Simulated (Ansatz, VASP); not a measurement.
**MgO in VASP and in Ansatz**

Contents of INCAR:

```
PREC     = Accurate       # precision mode
ENCUT    = 520            # plane-wave cutoff, eV
EDIFF    = 1E-6           # SCF threshold, eV
ISMEAR   = 0              # smearing method
SIGMA    = 0.05           # smearing width, eV
LREAL    = False          # projectors in reciprocal space
LASPH    = True           # aspherical terms in the spheres
NELM     = 80             # most SCF steps
ALGO     = Normal         # electronic algorithm
ISIF     = 2              # what is computed and relaxed
LWAVE    = False          # write WAVECAR
LCHARG   = False          # write CHGCAR
GGA      = PE             # functional
NBANDS   = 16             # bands
```

The input KPOINTS:

```
Automatic mesh
0
Gamma
  9 9 6
```

POSCAR

```
MgO
1.0
    3.4616679379      0.0000000000      0.0000000000
   -1.7308339690      2.9978923737      0.0000000000
    0.0000000000      0.0000000000      4.0359586488
Mg O
2 2
Direct
    0.6666666667      0.3333333333      0.7500000000
    0.3333333333      0.6666666667      0.2500000000
    0.6666666667      0.3333333333      0.2500000000
    0.3333333333      0.6666666667      0.7500000000
```

Input for Ansatz:

```yaml
crystal:
  lattice:
    - [3.4616679379, 0.0, 0.0]
    - [-1.730833969, 2.9978923737, 0.0]
    - [0.0, 0.0, 4.0359586488]
  atoms:
    - { symbol: Mg, position: [0.6666666667, 0.3333333333, 0.75] }
    - { symbol: Mg, position: [0.3333333333, 0.6666666667, 0.25] }
    - { symbol: O, position: [0.6666666667, 0.3333333333, 0.25] }
    - { symbol: O, position: [0.3333333333, 0.6666666667, 0.75] }
basis:
  ecutwfc: 520.0
kpoints:
  mp_grid: { grid: [9, 9, 6] }
hamiltonian:
  xc: pbe
  pseudopotentials: { kind: paw, azcp: { folder: soft_1 } }
scf:
  occupations: { method: gaussian, width: 0.05 }
output:
  forces: true
  stress: true
  eigenvalues: true
```

Alike in both runs: task single point; functional PBE; k mesh 9 × 9 × 6; occupations gaussian, width 0.05 eV; no spin polarisation.

|  | VASP | Ansatz |
| --- | --- | --- |
| version | VASP 6.6.1 | Ansatz 0.2.0 |
| potentials or method | VASP PAW PBE potentials, release 64 (Mg, O), cutoff 520 eV | scalar-relativistic, plane waves, PAW |
| valence electrons in the cell | 16 | 32 |

Ansatz gave:

| Property | Result |
| --- | --- |
| gap on the k mesh at the Fermi level (eV) | 3.73 |
| least direct gap on the mesh (eV) | 3.73 |
| pressure (GPa) | 12.8 |
| traceless stress, the component that is largest in VASP (GPa) | 5.88 |

**Question.** Which values does VASP return?

**Answer.** gap on the k mesh at the Fermi level (eV): 3.71; least direct gap on the mesh (eV): 3.71; pressure (GPa): 12.2; traceless stress, the component that is largest in VASP (GPa): 5.80.

With one functional, cell and mesh, what is left measures potentials, basis and numerics. VASP's potentials hold 16 valence electrons a cell and Ansatz's 32, so a difference there can come from the potentials and not from the codes.
